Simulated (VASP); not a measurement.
NaH: single point with LDA

The system is NaH.

```
Na H
1.0
     0.00000    2.39751    2.39751
     2.39751    0.00000    2.39751
     2.39751    2.39751    0.00000
Na H
1 1
Direct
  0.00000 0.00000 0.00000
  0.50000 0.50000 0.50000
```

```json
{
  "Program": "VASP 6.6.1",
  "Task": "single point",
  "Functional": "LDA",
  "Potentials or basis": "VASP PAW LDA potentials, release 64 (Na_pv, H)",
  "Cutoff": "520 eV",
  "k mesh": "10 × 10 × 10",
  "Occupations": "gaussian, width 0.01 eV",
  "Spin": "no spin polarisation",
  "Dipole correction": "no",
  "Further INCAR settings": "ALGO = Normal; EDIFF = 1e-07; NBANDS = 11"
}
```

The pressure is -1.7 GPa and the band gap on the k mesh is 3.46 eV (least direct gap 4.37 eV).

Levels at points of the mesh, in eV from the valence-band top:
| k point | band 1 | band 2 | band 3 | band 4 | band 5 | band 6 | band 7 | band 8 | band 9 |
| --- | --- | --- | --- | --- | --- | --- | --- | --- | --- |
| (0.00, 0.00, 0.00) | -22.12 | -22.12 | -22.12 | -3.84 | 10.61 | 15.38 | 15.38 | 15.38 | 16.42 |
| (0.50, 0.00, 0.00) | -22.22 | -22.13 | -22.13 | -0.91 | 3.46 | 10.76 | 13.23 | 13.23 | 16.18 |
| (0.50, 0.50, 0.00) | -22.21 | -22.15 | -22.15 | -0.18 | 4.36 | 9.77 | 10.48 | 10.48 | 11.67 |

Run time: 6.2 s on 1 thread of Intel(R) Xeon(R) 6975P-C (Granite Rapids), on a shared host, peak memory 0.14 GiB.

A k mesh can miss the band edges.
